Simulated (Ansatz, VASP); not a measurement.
## Two plane-wave programs on TiH5

```
Ti H
1.0
     0.00000    3.53824    2.59005
     1.89684    0.00000    2.59005
     1.89684    3.53824    0.00000
Ti H
1 5
Direct
  0.94428 0.94428 0.05572
  0.04028 0.04028 0.45972
  0.54028 0.54028 0.95972
  0.86892 0.86892 0.63108
  0.36892 0.36892 0.13108
  0.56814 0.56814 0.43186
```

Alike in both runs: functional PBE; k mesh 5 × 5 × 5; occupations gaussian, width 0.2 eV; no spin polarisation.

Ansatz relaxed the structure, and its values are those at the end. VASP's run is a single point on that final structure, the one shown.

```csv
,VASP,Ansatz
version,VASP 6.6.1,Ansatz 0.2.0
potentials or method,"VASP PAW PBE potentials, release 64 (Ti_sv, H), cutoff 500 eV","scalar-relativistic, plane waves, PAW"
valence electrons in the cell,17,17
```

Ansatz gave:

- gap on the k mesh at the Fermi level (eV): none
- pressure (GPa): -0.1
- rms of the force components (eV/Å): 0.005

Task: What did VASP give for the same quantities?

Result: gap on the k mesh at the Fermi level (eV): none; pressure (GPa): -0.4; rms of the force components (eV/Å): 0.009.

A gap of «none» marks a metal or a gap that the smearing closes.

The k mesh is coarse, so the values compare programs but aren't converged.
